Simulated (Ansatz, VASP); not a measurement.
Two plane-wave programs on MoS2

```xyz
12
Lattice="3.1414 0.0000 0.0000 -1.5707 2.7206 0.0000 0.0000 0.0000 29.9864" Properties=species:S:1:pos:R:3 pbc="T T T"
S     0.0000    1.8137    4.0000
S     0.0000    1.8137    7.1182
S     1.5707    0.9069   10.2894
S     1.5707    0.9069   13.4076
S     0.0000    1.8137   16.5788
S     0.0000    1.8137   19.6970
S     1.5707    0.9069   22.8682
S     1.5707    0.9069   25.9864
Mo    1.5707    0.9069    5.5591
Mo    0.0000    1.8137   11.8485
Mo    1.5707    0.9069   18.1379
Mo    0.0000    1.8137   24.4273
```

Alike in both runs: task single point; functional PBEsol; k mesh 9 × 9 × 1; occupations gaussian, width 0.05 eV; no spin polarisation.

|  | VASP | Ansatz |
| --- | --- | --- |
| version | VASP 6.6.1 | Ansatz 0.2.0 |
| potentials or method | VASP PAW PBE potentials, release 64 (S, Mo_sv), cutoff 520 eV | scalar-relativistic, plane waves, PAW |
| valence electrons in the cell | 104 | 104 |

VASP gave:

```
gap on the k mesh at the Fermi level (eV) : 1.20
least direct gap on the mesh (eV)         : 1.76
rms of the force components (eV/Å)        : 0.007
```

Problem. Estimate Ansatz's values.

Solution. gap on the k mesh at the Fermi level (eV): 1.19; least direct gap on the mesh (eV): 1.75; rms of the force components (eV/Å): 0.007.

VASP's potentials were made for PBE, not for PBEsol.
